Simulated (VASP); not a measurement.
# Y (P6/mmm) in VASP: relaxation of cell and atoms with revPBE

Aim: the relaxation of cell and atoms of Y with revPBE.

Everything below comes from runs of VASP 6.6.1. Logs are shortened: lines on timing, memory, paths and dates and some standing lists are left out, and cuts for length are marked.

## Step 1: The cell of the first run

Symmetry: P6/mmm, No. 191, hexagonal system. Conventional cell: a = 5.714 Å, b = 5.714 Å, c = 3.503 Å, α = 90.00°, β = 90.00°, γ = 120.00°. Y (site symmetry 6/mmm) has 14 Y at 3.50 to 3.73 Å within 4.6 Å. Within 4.3 Å of Y (site symmetry -6m2) lie 11 Y at 3.30 to 3.73 Å.

This isn't the form of Y at room conditions, which is hcp.

## Step 2: Relaxation of cell and atoms, revPBE

File INCAR:

```
ALGO = Normal
EDIFF = 1E-6
EDIFFG = -0.01
ENCUT = 600
GGA = RE
IBRION = 2
ISIF = 3
ISMEAR = -1
LASPH = T
LCHARG = F
LREAL = F
LWAVE = F
NELM = 100
NSW = 80
PREC = Accurate
SIGMA = 0.1
```

File KPOINTS:

```
k-points
0
Gamma
  7 7 9
```

File POSCAR:

```
Y
1.0
    5.7138984743      0.0000000000      0.0000000000
   -2.8569492371      4.9483812334      0.0000000000
    0.0000000000      0.0000000000      3.5026197647
Y
3
Direct
    0.0000000000      0.0000000000      0.0000000000
    0.3333333333      0.6666666667      0.5000000000
    0.6666666667      0.3333333333      0.5000000000
```

Potentials or basis: VASP PAW PBE potentials, release 64 (Y_sv).

On the command line:

```bash
$ cat potpaw_PBE.64/Y_sv/POTCAR > POTCAR
$ mpirun -np 1 vasp_std > vasp.out
```

OUTCAR:

```text
EDIFF = 1E-6
   EDIFFG = -0.01
   ENCUT = 600
   GGA = RE
   IBRION = 2
   ISIF = 3
   ISMEAR = -1
   LASPH = T
   LREAL = F
   NELM = 100
   NSW = 80
   PREC = Accurate

 ion  position               nearest neighbor table
   1  0.000  0.000  0.000-   2 3.73   3 3.73   2 3.73   3 3.73   2 3.73   2 3.73   3 3.73   3 3.73
                             3 3.73   3 3.73   2 3.73   2 3.73
   2  0.333  0.667  0.500-   3 3.30   3 3.30   3 3.30   1 3.73   1 3.73   1 3.73   1 3.73   1 3.73
                             1 3.73
   3  0.667  0.333  0.500-   2 3.30   2 3.30   2 3.30   1 3.73   1 3.73   1 3.73   1 3.73   1 3.73
                             1 3.73

  LATTYP: Found a hexagonal cell.
 ALAT       =     5.7138984743
 C/A-ratio  =     0.6130000000

  Lattice vectors:

 A1 = (   5.7138984743,   0.0000000000,   0.0000000000)
 A2 = (  -2.8569492371,   4.9483812334,   0.0000000000)
 A3 = (   0.0000000000,   0.0000000000,   3.5026197647)

Analysis of symmetry for initial positions (statically):
=====================================================================
 Subroutine PRICEL returns:
 Original cell was already a primitive cell.

 Routine SETGRP: Setting up the symmetry group for a
 hexagonal supercell.

 Subroutine GETGRP returns: Found 24 space group operations
 (whereof 24 operations were pure point group operations)
 out of a pool of 24 trial point group operations.

The static configuration has the point symmetry D_6h.

Analysis of symmetry for dynamics (positions and initial velocities):
=====================================================================
 Subroutine PRICEL returns:
 Original cell was already a primitive cell.

 Routine SETGRP: Setting up the symmetry group for a
 hexagonal supercell.

 Subroutine GETGRP returns: Found 24 space group operations
 (whereof 24 operations were pure point group operations)
 out of a pool of 24 trial point group operations.

The dynamic configuration has the point symmetry D_6h.

 Subroutine INISYM returns: Found 24 space group operations
 (whereof 24 operations are pure point group operations),
 and found     1 'primitive' translations

----------------------------------------------------------------------------------------

                                     Primitive cell

  volume of cell :      99.0350

  direct lattice vectors                    reciprocal lattice vectors
     5.713898474  0.000000000  0.000000000     0.175011860  0.101043144  0.000000000
    -2.856949237  4.948381233  0.000000000     0.000000000  0.202086289  0.000000000
     0.000000000  0.000000000  3.502619765     0.000000000  0.000000000  0.285500587

  length of vectors
     5.713898474  5.713898474  3.502619765     0.202086289  0.202086289  0.285500587

  position of ions in fractional coordinates (direct lattice)
     0.000000000  0.000000000  0.000000000
     0.333333333  0.666666667  0.500000000
     0.666666667  0.333333333  0.500000000

  ion indices of the primitive-cell ions
   primitive index   ion index
                 1           1
                 2           2
                 3           3

----------------------------------------------------------------------------------------

 KPOINTS: k-points

Automatic generation of k-mesh.
 Grid dimensions read from file:
 generate k-points for:    7    7    9

 Generating k-lattice:

  Cartesian coordinates                     Fractional coordinates (reciprocal lattice)
     0.025001694  0.014434735  0.000000000     0.142857143  0.000000000  0.000000000
     0.000000000  0.028869470  0.000000000     0.000000000  0.142857143  0.000000000
     0.000000000  0.000000000  0.031722287     0.000000000  0.000000000  0.111111111

  Length of vectors
     0.028869470  0.028869470  0.031722287

  Shift w.r.t. Gamma in fractional coordinates (k-lattice)
     0.000000000  0.000000000  0.000000000

 Subroutine IBZKPT returns following result:
 ===========================================

 Found     40 irreducible k-points:

 Following reciprocal coordinates:
            Coordinates               Weight
  0.000000  0.000000  0.000000      1.000000
  0.142857  0.000000  0.000000      6.000000
  0.285714  0.000000  0.000000      6.000000
  0.428571 -0.000000  0.000000      6.000000
  0.142857  0.142857  0.000000      6.000000
  0.285714  0.142857  0.000000     12.000000
[... 16 lines left out ...]
  0.428571  0.142857  0.222222     12.000000
  0.285714  0.285714  0.222222     12.000000
 [... further k-points ...]
   k-points           NKPTS =     40   k-points in BZ     NKDIM =     40   number of bands    NBANDS=     20
   number of dos      NEDOS =    301   number of ions     NIONS =      3
   total plane-waves  NPLWV =  64512
   dimension x,y,z NGX =    48 NGY =   48 NGZ =   28
   dimension x,y,z NGXF=    96 NGYF=   96 NGZF=   56
   ions per type =               3
   NGX,Y,Z   is equivalent  to a cutoff of  13.97, 13.97, 13.29 a.u.
   NGXF,Y,Z  is equivalent  to a cutoff of  27.93, 27.93, 26.58 a.u.
 SYSTEM =  unknown system
   PREC   = accura    normal or accurate (medium, high low for compatibility)
   ISTART =      0    job   : 0-new  1-cont  2-samecut
   ICHARG =      2    charge: 1-file 2-atom 10-const
   ISPIN  =      1    spin polarized calculation?
   LNONCOLLINEAR =      F non collinear calculations
   LSORBIT =      F    spin-orbit coupling
   LASPH  =      T    aspherical Exc in radial PAW
   ENCUT  =  600.0 eV  44.10 Ry    6.64 a.u.  11.41 11.41  7.00*2*pi/ulx,y,z
   NELM   =    100;   NELMIN=  2; NELMDL= -5     # of ELM steps
   EDIFF  = 0.1E-05   stopping-criterion for ELM
   LREAL  =      F    real-space projection
   EDIFFG = -.1E-01   stopping-criterion for IOM
   NSW    =     80    number of steps for IOM
   IBRION =      2    ionic relax: 0-MD 1-quasi-New 2-CG
   NFREE  =      1    steps in history (QN), initial steepest desc. (CG)
   ISIF   =      3    stress and relaxation
   ISYM   =      2    0-nonsym 1-usesym 2-fastsym
   POTIM  = 0.5000    time-step for ionic-motion
   TEBEG  =    0.0;   TEEND  =   0.0 temperature during run
   PSTRESS=    0.0 pullay stress
   NELECT =      33.0000    total number of electrons
   NUPDOWN=      -1.0000    fix difference up-down
   EMIN   =  10.00;   EMAX   =-10.00  energy-range for DOS
   EFERMI =   0.00;   METHOD = LEGACY
   ISMEAR =    -1;   SIGMA  =   0.10  broadening in eV -4-tet -1-fermi 0-gaus
   EFERMI_NEDOS =   21; number of points for ismear=-14 and -15
   IALGO  =     38    algorithm
   IMIX   =      4    mixing-type and parameters
     AMIX     =   0.40;   BMIX     =  1.00
     AMIX_MAG =   1.60;   BMIX_MAG =  1.00
  volume/ion in A,a.u.               =      33.01       222.77
  Fermi-wavevector in a.u.,A,eV,Ry     =   1.134967  2.144777 17.526348  1.288150
  Thomas-Fermi vector in A             =   2.271671
   LORBIT       =      0    0 simple, 1 ext, 2 COOP (PROOUT), +10 PAW based schemes
   GGA     = RE    functional components
   LHFCALC =     F    Hartree Fock is set to
   AEXX    =    0.0000 exact exchange contribution
   IVDW    =     0    specifies the selected vdW correction
   LEPSILON=     F    determine dielectric tensor
   LRPA    =     F    only Hartree local field effects (RPA)
 conjugate gradient relaxation of ions
 non-spin polarized calculation
  energy-cutoff  :      600.00
  volume of cell :       99.03
 maximum number of plane-waves:      3344
 NGX is ok and might be reduce to    48
   NGX = 23   NGY = 23   NGZ = 13

--------------------------------------- Ionic step        1  -------------------------------------------

 number of electron      33.0000000 magnetization

 Free energy of the ion-electron system (eV)
  ---------------------------------------------------
  ext. energy  EPLUGINS =         0.00000000
  ---------------------------------------------------
  free energy    TOTEN  =       -18.40811036 eV

  energy without entropy =      -18.21506268  energy(sigma->0) =      -18.31158652

------------------------ aborting loop because EDIFF is reached ----------------------------------------

  FORCE on cell =-STRESS in cart. coord.  units (eV):
  Direction    XX          YY          ZZ          XY          YZ          ZX
  --------------------------------------------------------------------------------------
  -------------------------------------------------------------------------------------
  Total        0.0677708      0.0677708      0.7205533      0.0000000     -0.0000000     -0.0000000
  in kB        1.0963891      1.0963891     11.6570327      0.0000000     -0.0000000     -0.0000000
  external PRESSURE =       4.6166036 kB  Pullay stress =       0.0000000 kB
[... 133 lines left out ...]
  energy  without entropy=      -18.2191377385  energy(sigma->0) =      -18.31618332

--------------------------------------- Ionic step        5  -------------------------------------------

 number of electron      33.0000000 magnetization

 Free energy of the ion-electron system (eV)
  ---------------------------------------------------
  ext. energy  EPLUGINS =         0.00000000
  ---------------------------------------------------
  free energy    TOTEN  =       -18.41386171 eV

  energy without entropy =      -18.22155656  energy(sigma->0) =      -18.31770913

 E-fermi :   2.9404     XC(G=0):  -9.2854

 val. band max:        2.9347567640   @ k =   0.2857   0.1429   0.3333
 cond. band min:       2.9444614442   @ k =   0.2857   0.0000   0.2222
 fundamental gap:      0.0097046802
 Fermi energy:         2.9403814300

 k-point     1 :       0.0000    0.0000    0.0000
  band No.  band energies     occupation
      1     -39.8396      2.00000
      2     -39.7440      2.00000
      3     -39.7426      2.00000
      4     -20.0035      2.00000
      5     -20.0035      2.00000
      6     -19.8131      2.00000
[... 12 lines left out ...]
     19       3.4067      0.01869
[... 513 lines left out ...]
      4     -20.0584      2.00000
      5     -19.8990      2.00000
      6     -19.8389      2.00000
[... 12 lines left out ...]
     19       3.8386      0.00025
     20       3.8743      0.00018

 [... further k-points ...]

------------------------ aborting loop because EDIFF is reached ----------------------------------------

  FORCE on cell =-STRESS in cart. coord.  units (eV):
  Direction    XX          YY          ZZ          XY          YZ          ZX
  --------------------------------------------------------------------------------------
  -------------------------------------------------------------------------------------
  Total       -0.0264871     -0.0264871     -0.0014941     -0.0000000      0.0000000      0.0000000
  in kB       -0.4228609     -0.4228609     -0.0238536     -0.0000000      0.0000000      0.0000000
  external PRESSURE =      -0.2898584 kB  Pullay stress =       0.0000000 kB
[... 18 lines left out ...]
  FREE ENERGIE OF THE ION-ELECTRON SYSTEM (eV)
  ---------------------------------------------------
  free  energy   TOTEN  =       -18.4138617069 eV

  energy  without entropy=      -18.2215565613  energy(sigma->0) =      -18.31770913

 reached required accuracy - stopping structural energy minimisation
```

It took 3.7 min on 1 thread of Intel Xeon Platinum 8488C (Sapphire Rapids), shared host; peak memory 0.3 GiB.

Results:

```yaml
Free_energy: -18.4139 eV
Relaxed_volume: 33.45 Å³/atom
Relaxed_cell: a = 5.705 Å, b = 5.705 Å, c = 3.560 Å, α = 90.00°, β = 90.00°, γ = 120.00°
Space_group_after_relaxing_to_0.1_Å: P6/mmm (No. 191)
Energy_gained_by_relaxing: 1.9 meV/atom
Ionic_steps: 5
Pressure_after_relaxing: 0.0 GPa
Band_gap_on_the_k_mesh: zero (an odd number of electrons rules out a gap without spin polarisation)
```

The path:
```tsv
step	energy change (eV)	largest force (eV/Å)	pressure (GPa)	volume (Å³)
1	0.0000	0.0000	0.46	99.03
2	-0.0049	0.0000	-0.05	100.40
3	-0.0051	0.0000	-0.20	100.80
4	-0.0051	0.0000	-0.17	100.73
5	-0.0058	0.0000	-0.03	100.36
```

Final structure:
```
Y
1.0
     5.70520    0.00000    0.00000
    -2.85260    4.94085    0.00000
     0.00000    0.00000    3.56021
Y
3
Direct
  0.00000 0.00000 0.00000
  0.33333 0.66667 0.50000
  0.66667 0.33333 0.50000
```

Levels at points of the mesh, in eV from the Fermi level:
```csv
k point,band 13,band 14,band 15,band 16,band 17,band 18,band 19,band 20
"(0.00, 0.00, 0.00)",-4.59,-0.94,0.04,0.04,0.09,0.09,0.47,1.72
```

Caveat: the PAW data sets were made with another functional, which shifts forces and pressure a little.
